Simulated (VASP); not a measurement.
Wanted: the native input for a VASP 6.6.1 run.

```yaml
Task: relaxation of the atoms
Functional: r2SCAN
Potentials_or_basis: VASP PAW PBE potentials, release 64 (Al, Pt)
Cutoff: 520 eV
k_mesh: 10 × 10 × 10
Occupations: fermi-dirac, width 0.1 eV
Spin: no spin polarisation
Dipole_correction: no
Further_INCAR_settings: ALGO = Normal; EDIFF = 1e-06; IBRION = 2; EDIFFG = -0.01; NSW = 50
```

Crystal: Al2Pt.

```
Al Pt
1.0
     0.00000    3.00929    3.00929
     3.00929    0.00000    3.00929
     3.00929    3.00929    0.00000
Al Pt
2 1
Direct
  0.25000 0.25000 0.25000
  0.75000 0.75000 0.75000
  0.00000 0.00000 0.00000
```

One way to write it, as run:

POSCAR

```
Al2Pt
1.0
    0.0000000000      3.0092879500      3.0092879500
    3.0092879500      0.0000000000      3.0092879500
    3.0092879500      3.0092879500      0.0000000000
Al Pt
2 1
Direct
    0.2500000000      0.2500000000      0.2500000000
    0.7500000000      0.7500000000      0.7500000000
    0.0000000000      0.0000000000      0.0000000000
```

INCAR.step1

```
ALGO = Normal
EDIFF = 1E-4
ENCUT = 520
GGA = PE
ISMEAR = -1
LASPH = T
LCHARG = F
LREAL = F
LWAVE = T
NELM = 80
PREC = Accurate
SIGMA = 0.1
```

INCAR.step2

```
ALGO = Normal
EDIFF = 1E-6
EDIFFG = -0.01
ENCUT = 520
IBRION = 2
ISIF = 2
ISMEAR = -1
ISTART = 1
LASPH = T
LCHARG = F
LMIXTAU = T
LREAL = F
LWAVE = F
METAGGA = R2SCAN
NELM = 80
NSW = 50
PREC = Accurate
SIGMA = 0.1
```

KPOINTS

```
k-points
0
Gamma
  10 10 10
```

Potentials or basis: VASP PAW PBE potentials, release 64 (Al, Pt).

The run is started by

```bash
$ cat potpaw_PBE.64/Al/POTCAR potpaw_PBE.64/Pt/POTCAR > POTCAR
$ cp INCAR.step1 INCAR
$ mpirun -np 1 vasp_std > vasp.out
$ cp INCAR.step2 INCAR
$ mpirun -np 1 vasp_std > vasp.out
```

Results of the run:

```json
{
 "Pressure after relaxing": "-7.4 GPa",
 "Band gap on the k mesh": "zero (band 8 reaches 11.09 eV, above the bottom of band 9 at 5.56 eV)"
}
```

Caveat: the relaxation stopped at its first step, so nothing moved; the PAW data sets were made with another functional, which shifts forces and pressure a little; spin-orbit coupling is left out, which moves the levels of the heavy elements.

Run time: 110 s on 1 thread of Oxide Virtual Turin-like Processor, on a shared host, peak memory 0.17 GiB.
